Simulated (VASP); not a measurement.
# AlGa3N4 (R3m) in VASP: further runs

Runs on AlGa3N4. Level: LDA. Tasks: single point.

Program: VASP 6.6.1. These are calculated values, not measurements. Logs are shortened: lines on timing, memory, paths and dates and some standing lists are left out, and cuts for length are marked.

## 1. The cell of the first run

Symmetry: R3m, No. 160, trigonal system. Conventional cell: a = 6.137 Å, b = 6.137 Å, c = 8.616 Å, α = 90.00°, β = 90.00°, γ = 120.00°. Al (site symmetry 3m) has 4 N at 1.87 to 2.11 Å within 2.5 Å. Ga (site symmetry m) has 4 N at 1.92 to 2.17 Å within 2.5 Å. Within 2.5 Å of N (site symmetry m) lie 1 Al at 1.87 Å and 3 Ga at 1.92 to 2.17 Å. N (site symmetry 3m) has 3 Ga at 1.93 Å and 1 Al at 2.11 Å within 2.6 Å.

## 2. Single point, LDA

The input, INCAR:

```
PREC = Accurate ; ENCUT = 520
EDIFF = 1E-6 ; ISMEAR = 0
SIGMA = 0.05 ; LREAL = False
LASPH = True ; NELM = 60
ALGO = Normal ; ISIF = 2
LWAVE = False ; LCHARG = False
NBANDS = 41
```

The input, KPOINTS:

```
Automatic mesh
0
Gamma
  6 6 6
```

The input, POSCAR:

```
AlGa3N4
1.0
    4.5513432838      0.2114952603      0.2114952603
    0.2114952603      4.5513432838      0.2114952603
    0.2114952603      0.2114952603      4.5513432838
Al Ga N
1 3 4
Direct
    0.0000000000      0.0000000000      0.0000000000
    0.5000000000      0.5000000000      0.0000000000
    0.5000000000      0.0000000000      0.5000000000
    0.0000000000      0.5000000000      0.5000000000
    0.7548078379      0.7548078379      0.2451921621
    0.7548078379      0.2451921621      0.7548078379
    0.2451921621      0.7548078379      0.7548078379
    0.2451921621      0.2451921621      0.2451921621
```

Potentials or basis: VASP PAW LDA potentials, release 64 (Al, Ga_d, N).

Command:

```bash
> cat potpaw_LDA.64/Al/POTCAR potpaw_LDA.64/Ga_d/POTCAR potpaw_LDA.64/N/POTCAR > POTCAR
> mpirun -np 1 vasp_std > vasp.out
```

OUTCAR:

```text
PREC = Accurate
   ENCUT = 520
   EDIFF = 1E-6
   ISMEAR = 0
   LREAL = False
   LASPH = True
   NELM = 60
   ISIF = 2

 ion  position               nearest neighbor table
   1  0.000  0.000  0.000-   6 1.87   7 1.87   5 1.87   8 2.11   3 3.07   4 3.07   2 3.07   4 3.07
                             2 3.07   3 3.07
   2  0.500  0.500  0.000-   6 1.92   7 1.92   8 1.93   5 2.17   1 3.07   1 3.07
   3  0.500  0.000  0.500-   5 1.92   7 1.92   8 1.93   6 2.17   1 3.07   1 3.07
   4  0.000  0.500  0.500-   5 1.92   6 1.92   8 1.93   7 2.17   1 3.07   1 3.07
   5  0.755  0.755  0.245-   1 1.87   3 1.92   4 1.92   2 2.17
   6  0.755  0.245  0.755-   1 1.87   2 1.92   4 1.92   3 2.17
   7  0.245  0.755  0.755-   1 1.87   2 1.92   3 1.92   4 2.17
   8  0.245  0.245  0.245-   2 1.93   3 1.93   4 1.93   1 2.11

  LATTYP: Found a trigonal (rhomboedric) cell.
 ALAT       =     4.5611606173
 COS(alpha) =     0.0946879293

  Lattice vectors:

 A1 = (   4.5513432838,   0.2114952603,   0.2114952603)
 A2 = (   0.2114952603,   4.5513432838,   0.2114952603)
 A3 = (   0.2114952603,   0.2114952603,   4.5513432838)

Analysis of symmetry for initial positions (statically):
=====================================================================
 Subroutine PRICEL returns:
 Original cell was already a primitive cell.

 Routine SETGRP: Setting up the symmetry group for a
 trigonal (rhombohedral) supercell.

 Subroutine GETGRP returns: Found  6 space group operations
 (whereof  6 operations were pure point group operations)
 out of a pool of 12 trial point group operations.

The static configuration has the point symmetry C_3v.

Analysis of symmetry for dynamics (positions and initial velocities):
=====================================================================
 Subroutine PRICEL returns:
 Original cell was already a primitive cell.

 Routine SETGRP: Setting up the symmetry group for a
 trigonal (rhombohedral) supercell.

 Subroutine GETGRP returns: Found  6 space group operations
 (whereof  6 operations were pure point group operations)
 out of a pool of 12 trial point group operations.

The dynamic configuration has the point symmetry C_3v.

 Subroutine INISYM returns: Found  6 space group operations
 (whereof  6 operations are pure point group operations),
 and found     1 'primitive' translations

[... 104 lines left out ...]
   ENCUT  =  520.0 eV  38.22 Ry    6.18 a.u.   8.48  8.48  8.48*2*pi/ulx,y,z
   NELM   =     60;   NELMIN=  2; NELMDL= -5     # of ELM steps
   EDIFF  = 0.1E-05   stopping-criterion for ELM
   LREAL  =      F    real-space projection
   EDIFFG = 0.1E-04   stopping-criterion for IOM
   NSW    =      0    number of steps for IOM
   IBRION =     -1    ionic relax: 0-MD 1-quasi-New 2-CG
   NFREE  =      0    steps in history (QN), initial steepest desc. (CG)
   ISIF   =      2    stress and relaxation
   ISYM   =      2    0-nonsym 1-usesym 2-fastsym
   POTIM  = 0.5000    time-step for ionic-motion
   TEBEG  =    0.0;   TEEND  =   0.0 temperature during run
   PSTRESS=    0.0 pullay stress
   NELECT =      62.0000    total number of electrons
   NUPDOWN=      -1.0000    fix difference up-down
   EMIN   =  10.00;   EMAX   =-10.00  energy-range for DOS
   EFERMI =   0.00;   METHOD = LEGACY
   ISMEAR =     0;   SIGMA  =   0.05  broadening in eV -4-tet -1-fermi 0-gaus
   EFERMI_NEDOS =   21; number of points for ismear=-14 and -15
   IALGO  =     38    algorithm
   IMIX   =      4    mixing-type and parameters
     AMIX     =   0.40;   BMIX     =  1.00
     AMIX_MAG =   1.60;   BMIX_MAG =  1.00
  volume/ion in A,a.u.               =      11.71        79.03
  Fermi-wavevector in a.u.,A,eV,Ry     =   1.426628  2.695936 27.691494  2.035267
  Thomas-Fermi vector in A             =   2.546885
   LORBIT       =      0    0 simple, 1 ext, 2 COOP (PROOUT), +10 PAW based schemes
   GGA     = CA    functional components
   LHFCALC =     F    Hartree Fock is set to
   AEXX    =    0.0000 exact exchange contribution
   IVDW    =     0    specifies the selected vdW correction
   LEPSILON=     F    determine dielectric tensor
   LRPA    =     F    only Hartree local field effects (RPA)
 non-spin polarized calculation
 Gauss-broadening in eV      SIGMA  =   0.05
  energy-cutoff  :      520.00
  volume of cell :       93.69
 maximum number of plane-waves:      2561
 NGX is ok and might be reduce to    36
   NGX = 17   NGY = 17   NGZ = 17

 number of electron      62.0000047 magnetization

 Free energy of the ion-electron system (eV)
  ---------------------------------------------------
  ext. energy  EPLUGINS =         0.00000000
  ---------------------------------------------------
  free energy    TOTEN  =       -56.79242630 eV

  energy without entropy =      -56.79242630  energy(sigma->0) =      -56.79242630

 E-fermi :   5.1192     XC(G=0): -11.6814

 val. band max:        4.9089509282   @ k =   0.0000   0.0000   0.0000
 cond. band min:       6.2121101948   @ k =   0.0000   0.0000   0.0000
 fundamental gap:      1.3031592666
 Fermi energy:         5.1191501375

 k-point     1 :       0.0000    0.0000    0.0000
  band No.  band energies     occupation
      1     -10.5987      2.00000
      2      -9.7569      2.00000
      3      -9.6033      2.00000
      4      -9.6033      2.00000
      5      -8.6289      2.00000
      6      -8.6116      2.00000
[... 1045 lines left out ...]
     40      14.3481      0.00000
     41      14.5336      0.00000

 [... further k-points ...]
[... 5 lines left out ...]
  --------------------------------------------------------------------------------------
  -------------------------------------------------------------------------------------
  Total       -4.9378737     -4.9378737     -4.9378737     -8.0334685     -8.0334685     -8.0334685
  in kB      -84.4435715    -84.4435715    -84.4435715   -137.3819604   -137.3819604   -137.3819604
  external PRESSURE =     -84.4435715 kB  Pullay stress =       0.0000000 kB

 VOLUME and BASIS-vectors are now :
 -----------------------------------------------------------------------------
  energy-cutoff  :      520.00
  volume of cell :       93.69
      direct lattice vectors                 reciprocal lattice vectors
     4.551343284  0.211495260  0.211495260     0.220625859 -0.009796957 -0.009796957
     0.211495260  4.551343284  0.211495260    -0.009796957  0.220625859 -0.009796957
     0.211495260  0.211495260  4.551343284    -0.009796957 -0.009796957  0.220625859

 POSITION                                       TOTAL-FORCE (eV/Angst)
 -----------------------------------------------------------------------------------
      0.00000      0.00000      0.00000         0.154999      0.154999      0.154999
      2.38142      2.38142      0.21150         0.140104      0.140104      0.129114
      2.38142      0.21150      2.38142         0.140104      0.129114      0.140104
      0.21150      2.38142      2.38142         0.129114      0.140104      0.140104
      3.64688      3.64688      1.43523        -0.111782     -0.111782     -0.104906
      3.64688      1.43523      3.64688        -0.111782     -0.104906     -0.111782
      1.43523      3.64688      3.64688        -0.104906     -0.111782     -0.111782
      1.21967      1.21967      1.21967        -0.235852     -0.235852     -0.235852
 -----------------------------------------------------------------------------------
    total drift:                                0.000348      0.000348      0.000349

  FREE ENERGIE OF THE ION-ELECTRON SYSTEM (eV)
  ---------------------------------------------------
  free  energy   TOTEN  =       -56.7924263022 eV

  energy  without entropy=      -56.7924263022  energy(sigma->0) =      -56.79242630
```

stdout:

```text
POSCAR found type information on POSCAR AlGaN
 POSCAR found :  3 types and       8 ions
 scaLAPACK will be used
 LDA part: xc-table for (Slater(with rela. corr.)+CA(PZ))
 , standard interpolation
 POSCAR, INCAR and KPOINTS ok, starting setup
 FFT: planning ... GRIDC
 FFT: planning ... GRID_SOFT
 FFT: planning ... GRID
 WAVECAR not read
 entering main loop
```

Wall time 46 s (1 thread of Intel Xeon 6975P-C (Granite Rapids), shared host); peak memory 0.24 GiB.

What came out:

* Free energy: -56.7924 eV
* Pressure: -8.4 GPa
* Largest force: 0.409 eV/Å
* Band gap on the k mesh: 1.30 eV, direct

Forces on the atoms (eV/Å):
```
Al   0.155  0.155  0.155
Ga   0.140  0.140  0.129
Ga   0.140  0.129  0.140
Ga   0.129  0.140  0.140
N   -0.112 -0.112 -0.105
N   -0.112 -0.105 -0.112
N   -0.105 -0.112 -0.112
N   -0.236 -0.236 -0.236
```

Levels at points of the mesh, in eV from the valence-band top:
| k point | band 27 | band 28 | band 29 | band 30 | band 31 | band 32 | band 33 | band 34 | band 35 | band 36 |
| --- | --- | --- | --- | --- | --- | --- | --- | --- | --- | --- |
| (0.00, 0.00, 0.00) | -2.05 | -2.04 | -0.69 | 0.00 | 0.00 | 1.30 | 2.82 | 2.82 | 3.03 | 6.22 |
| (0.50, 0.00, 0.00) | -3.04 | -2.01 | -1.80 | -1.22 | -0.95 | 4.05 | 4.08 | 5.43 | 5.64 | 7.26 |
| (0.50, 0.50, 0.00) | -3.04 | -1.27 | -1.22 | -0.88 | -0.67 | 5.27 | 5.42 | 5.76 | 6.62 | 6.90 |
| (0.50, 0.50, 0.50) | -1.13 | -1.13 | -0.96 | -0.41 | -0.41 | 3.78 | 3.78 | 4.49 | 5.98 | 7.89 |

## 3. Single point, LDA

The input, INCAR:

```
SYSTEM = AlGa3N4
ALGO = Normal ; EDIFF = 1E-6
ENCUT = 520 ; GGA = CA
ISIF = 2 ; ISMEAR = 0
LASPH = .TRUE. ; LCHARG = .FALSE.
LREAL = .FALSE. ; LWAVE = .FALSE.
NBANDS = 41 ; NELM = 80
PREC = Accurate ; SIGMA = 0.05
```

The input, KPOINTS:

```
k-points
0
G
  6 6 6
  0 0 0
```

POSCAR, as its differences from that of step 2:

```diff
@@ -2,5 +2,5 @@
 1.0
-    4.5513432838      0.2114952603      0.2114952603
-    0.2114952603      4.5513432838      0.2114952603
-    0.2114952603      0.2114952603      4.5513432838
+    4.5428476540      0.0693393783      0.0693393783
+    0.0693393783      4.5428476540      0.0693393783
+    0.0693393783      0.0693393783      4.5428476540
 Al Ga N
```

Potentials or basis: VASP PAW LDA potentials, release 64 (Al, Ga_d, N).

Command:

```bash
> cat potpaw_LDA.64/Al/POTCAR potpaw_LDA.64/Ga_d/POTCAR potpaw_LDA.64/N/POTCAR > POTCAR
> mpirun -np 1 vasp_std > vasp.out
```

Wall time 47 s (1 thread of Intel Xeon 6975P-C (Granite Rapids), shared host); peak memory 0.23 GiB.

Results (log left out):

| Quantity | Value |
| --- | --- |
| Free energy | -57.7982 eV |
| Pressure | -12.1 GPa |
| Largest force | 0.275 eV/Å |
| Band gap on the k mesh | 1.92 eV, direct |

Forces in eV/Å, atoms in the order of the input:
```
Al   0.124  0.124  0.124
Ga   0.125  0.125  0.109
Ga   0.125  0.109  0.125
Ga   0.109  0.125  0.125
N   -0.108 -0.108 -0.108
N   -0.108 -0.108 -0.108
N   -0.108 -0.108 -0.108
N   -0.159 -0.159 -0.159
```

Stress tensor (GPa, compression positive):
```
-12.12  -4.94  -4.94
 -4.94 -12.12  -4.94
 -4.94  -4.94 -12.12
```

Levels at points of the mesh, in eV from the valence-band top:
| k point | band 29 | band 30 | band 31 | band 32 | band 33 | band 34 |
| --- | --- | --- | --- | --- | --- | --- |
| (0.00, 0.00, 0.00) | -0.19 | 0.00 | 0.00 | 1.92 | 3.22 | 3.22 |
| (0.50, 0.00, 0.00) | -1.35 | -1.33 | -1.07 | 4.55 | 4.62 | 5.91 |
| (0.50, 0.50, 0.00) | -1.01 | -0.89 | -0.65 | 6.10 | 6.12 | 6.32 |
| (0.50, 0.50, 0.50) | -0.77 | -0.60 | -0.60 | 4.34 | 4.34 | 4.67 |

Expect the measured gap to be larger: semilocal functionals such as LDA lack the derivative discontinuity.

## 4. Single point, LDA

This run uses another cell than the first one, of 12.15 Å³/atom, 1.037 times its volume.

The input, INCAR:

```
SYSTEM = AlGa3N4
  ALGO = Normal
  EDIFF = 1E-6
  ENCUT = 520
  ISIF = 2
  ISMEAR = 0
  LASPH = .True.
  LCHARG = .False.
  LREAL = .False.
  LWAVE = .False.
  NBANDS = 41
  NELM = 60
  PREC = Accurate
  SIGMA = 0.05
```

The input, KPOINTS:

```
k-points
0
Gamma
  6 6 6
  0 0 0
```

POSCAR, as its differences from that of step 3:

```diff
@@ -2,5 +2,5 @@
 1.0
-    4.5428476540      0.0693393783      0.0693393783
-    0.0693393783      4.5428476540      0.0693393783
-    0.0693393783      0.0693393783      4.5428476540
+    4.6145014106      0.2878655087      0.2878655087
+    0.2878655087      4.6145014106      0.2878655087
+    0.2878655087      0.2878655087      4.6145014106
 Al Ga N
```

Command:

```bash
> cat potpaw_LDA.64/Al/POTCAR potpaw_LDA.64/Ga_d/POTCAR potpaw_LDA.64/N/POTCAR > POTCAR
> mpirun -np 1 vasp_std > vasp.out
```

Run time: 50 s. Hardware: 1 thread of Intel Xeon 6975P-C (Granite Rapids), shared host; peak memory 0.23 GiB.

It converged, with:

```yaml
Free_energy: -55.7807 eV
Pressure: -10.8 GPa
Largest_force: 0.222 eV/Å
Band_gap_on_the_k_mesh: 0.66 eV, direct
```

Forces in eV/Å, atoms in the order of the input:
```
Al  -0.064 -0.064 -0.064
Ga  -0.097 -0.097 -0.099
Ga  -0.097 -0.099 -0.097
Ga  -0.099 -0.097 -0.097
N    0.129  0.129  0.126
N    0.129  0.126  0.129
N    0.126  0.129  0.129
N   -0.028 -0.028 -0.028
```

Stress tensor (GPa, compression positive):
```
-10.82 -15.73 -15.73
-15.73 -10.82 -15.73
-15.73 -15.73 -10.82
```

Levels at points of the mesh, in eV from the valence-band top:
```
           k point  band 29  band 30  band 31  band 32  band 33  band 34
(0.00, 0.00, 0.00)    -0.96     0.00     0.00     0.66     2.57     2.57
(0.50, 0.00, 0.00)    -1.95    -1.12    -0.87     3.53     3.59     5.02
(0.50, 0.50, 0.00)    -1.28    -0.85    -0.65     4.52     4.74     5.18
(0.50, 0.50, 0.50)    -1.01    -0.32    -0.32     3.25     3.25     4.00
```

As with any semilocal functional, this LDA gap is likely too small.

## 5. Single point, LDA

This run uses another cell than the first one, of 12.15 Å³/atom, 1.037 times its volume.

The input, INCAR:

```
SYSTEM = AlGa3N4
PREC = Accurate ; ENCUT = 520
EDIFF = 1E-7 ; ISMEAR = 0
SIGMA = 0.05 ; LREAL = .False.
LASPH = .True. ; NELM = 80
ALGO = Normal ; ISIF = 2
LWAVE = .False. ; LCHARG = .False.
GGA = CA ; NBANDS = 41
```

The input, KPOINTS:

```
regular mesh
0
Gamma
  6 6 6
  0 0 0
```

POSCAR, as its differences from that of step 4:

```diff
@@ -2,5 +2,5 @@
 1.0
-    4.6145014106      0.2878655087      0.2878655087
-    0.2878655087      4.6145014106      0.2878655087
-    0.2878655087      0.2878655087      4.6145014106
+    4.6015021839      0.1416738791      0.1416738791
+    0.1416738791      4.6015021839      0.1416738791
+    0.1416738791      0.1416738791      4.6015021839
 Al Ga N
```

Command:

```bash
> cat potpaw_LDA.64/Al/POTCAR potpaw_LDA.64/Ga_d/POTCAR potpaw_LDA.64/N/POTCAR > POTCAR
> mpirun -np 1 vasp_std > vasp.out
```

Wall time 54 s (1 thread of Intel Xeon 6975P-C (Granite Rapids), shared host); peak memory 0.24 GiB.

It converged, with:

```
Free energy            : -57.1252 eV
Pressure               : -15.7 GPa
Largest force          : 0.235 eV/Å
Band gap on the k mesh : 1.45 eV, direct
```

Forces in eV/Å, atoms in the order of the input:
```
Al   0.083  0.083  0.083
Ga   0.075  0.075  0.054
Ga   0.075  0.054  0.075
Ga   0.054  0.075  0.075
N   -0.053 -0.053 -0.045
N   -0.053 -0.045 -0.053
N   -0.045 -0.053 -0.053
N   -0.135 -0.135 -0.135
```

Stress tensor (GPa, compression positive):
```
-15.74  -8.46  -8.46
 -8.46 -15.74  -8.46
 -8.46  -8.46 -15.74
```

Levels at points of the mesh, in eV from the valence-band top:
| k point | band 27 | band 28 | band 29 | band 30 | band 31 | band 32 | band 33 | band 34 | band 35 | band 36 |
| --- | --- | --- | --- | --- | --- | --- | --- | --- | --- | --- |
| (0.00, 0.00, 0.00) | -2.05 | -2.04 | -0.39 | 0.00 | 0.00 | 1.45 | 3.03 | 3.03 | 3.16 | 5.91 |
| (0.50, 0.00, 0.00) | -2.94 | -1.72 | -1.50 | -1.22 | -0.97 | 4.20 | 4.25 | 5.62 | 5.74 | 6.95 |
| (0.50, 0.50, 0.00) | -2.88 | -1.10 | -1.05 | -0.85 | -0.64 | 5.47 | 5.55 | 5.84 | 6.72 | 6.91 |
| (0.50, 0.50, 0.50) | -0.94 | -0.94 | -0.84 | -0.49 | -0.49 | 3.84 | 3.84 | 4.40 | 5.60 | 7.97 |

## 6. Overview

| cell | gap on the mesh (eV) | pressure (GPa) | largest force (eV/Å) |
| --- | --- | --- | --- |
| a = 4.561 Å, angles 84.6°, 8 atoms | 1.30 | -8.4 | 0.41 |
| a = 4.544 Å, angles 88.2°, 8 atoms | 1.92 | -12.1 | 0.27 |
| a = 4.632 Å, angles 82.7°, 8 atoms | 0.66 | -10.8 | 0.22 |
| a = 4.606 Å, angles 86.4°, 8 atoms | 1.45 | -15.7 | 0.23 |

Alike in all rows: task single point; level LDA; potentials or basis VASP PAW LDA potentials, release 64 (Al, Ga_d, N); no spin polarisation; k mesh 6 × 6 × 6; cutoff (eV) 520; smearing gaussian 0.05 eV.

Total energies depend on the potentials used, so only differences within one code and one set of settings carry meaning.
